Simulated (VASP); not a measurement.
Wanted: the native input for a VASP 6.6.1 run.

- Task: single point
- Functional: PBEsol
- Potentials or basis: VASP PAW PBE potentials, release 64 (Ta_pv, N)
- Cutoff: 520 eV
- k mesh: 18 × 18 × 18
- Occupations: gaussian, width 0.15 eV
- Spin: no spin polarisation
- Dipole correction: no
- Further INCAR settings: ALGO = Normal; EDIFF = 1e-06; NBANDS = 15

The structure of TaN lies in POSCAR:

```
TaN
1.0
    0.0000000000      2.1245250000      2.2879500000
    2.1245250000      0.0000000000      2.2879500000
    2.1245250000      2.1245250000      0.0000000000
Ta N
1 1
Direct
    0.5000000000      0.5000000000      0.5000000000
    0.0000000000      0.0000000000      0.0000000000
```

This cell differs from its parent crystal: strain -0.025 along x and y, +0.050 along z.

The input as run:

INCAR

```
  ALGO = Normal
  EDIFF = 1E-6
  ENCUT = 520
  GGA = PS
  ISIF = 2
  ISMEAR = 0
  LASPH = True
  LCHARG = False
  LREAL = False
  LWAVE = False
  NBANDS = 15
  NELM = 80
  PREC = Accurate
  SIGMA = 0.15
```

KPOINTS

```
k-points
0
Gamma
  18 18 18
```

Potentials or basis: VASP PAW PBE potentials, release 64 (Ta_pv, N).

The run is started by

```sh
$ cat potpaw_PBE.64/Ta_pv/POTCAR potpaw_PBE.64/N/POTCAR > POTCAR
$ mpirun -np 1 vasp_std > vasp.out
```

It gave:

```yaml
Pressure: 11.3 GPa
Band_gap_on_the_k_mesh: zero (bands 8 and 9 overlap by 3.90 eV)
```

Caveat: the cell differs from its parent crystal (strain -0.025 along x and y, +0.050 along z); the stress differs along the axes, from -14 to 24 GPa; the PAW data sets were made with another functional, which shifts forces and pressure a little; spin-orbit coupling is left out, which moves the levels of the heavy elements.

Run time: 3.1 min on 1 thread of Intel Xeon 8259CL (shared host), peak memory 0.27 GiB.
